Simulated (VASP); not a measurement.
Here is a VASP 6.6.1 calculation.

The input INCAR:

```
SYSTEM = Fe
PREC = Accurate
ENCUT = 520
EDIFF = 1E-6
ISMEAR = 0
SIGMA = 0.1
LREAL = .False.
LASPH = .True.
NELM = 150
ALGO = Normal
ISIF = 2
LWAVE = .False.
LCHARG = .False.
ISPIN = 2
MAGMOM = 2.44
LORBIT = 11
LMAXMIX = 4
GGA = PE
NBANDS = 14
```

File KPOINTS:

```
Automatic mesh
0
Gamma
  20 20 20
  0 0 0
```

File POSCAR:

```
Fe
1.0
   -1.3868880673      1.3868880673      1.3868880673
    1.3868880673     -1.3868880673      1.3868880673
    1.3868880673      1.3868880673     -1.3868880673
Fe
1
Direct
    0.0000000000      0.0000000000      0.0000000000
```

Potentials or basis: VASP PAW PBE potentials, release 64 (Fe).

Launch:

```bash
$ cat potpaw_PBE.64/Fe/POTCAR > POTCAR
$ mpirun -np 1 vasp_std > vasp.out
```

Task: Estimate the pressure.

Result: 13.5 GPa.

Task: Predict the net moment.

Result: 2.07 μB per cell.
